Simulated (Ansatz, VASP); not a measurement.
W in VASP and in Ansatz

```
CELL_PARAMETERS angstrom
-1.58234 1.58234 1.58234
1.58234 -1.58234 1.58234
1.58234 1.58234 -1.58234
ATOMIC_POSITIONS crystal
W 0.00000 0.00000 0.00000
```

Alike in both runs: functional HSE06; k mesh 7 × 7 × 7; occupations fermi-dirac, width 0.05 eV; no spin polarisation.

|  | VASP | Ansatz |
| --- | --- | --- |
| version | VASP 6.6.1 | Ansatz 0.2.0 |
| potentials or method | VASP PAW PBE potentials, release 64 (W_sv) | Ansatz PAW |
| plane-wave cutoff (eV) | 520 | 420 |
| valence electrons in the cell | 14 | 14 |
| task | single point | projected density of states |

|  | VASP | Ansatz | Ansatz less VASP |
| --- | --- | --- | --- |
| gap on the k mesh at the Fermi level (eV) | none | none | - |
| pressure (GPa) | 0.5 | 1.0 | +0.42 |

A gap of «none» marks a metal or a gap that the smearing closes.

The k mesh is coarse, so the values compare programs but aren't converged. Spin-orbit coupling is off throughout.
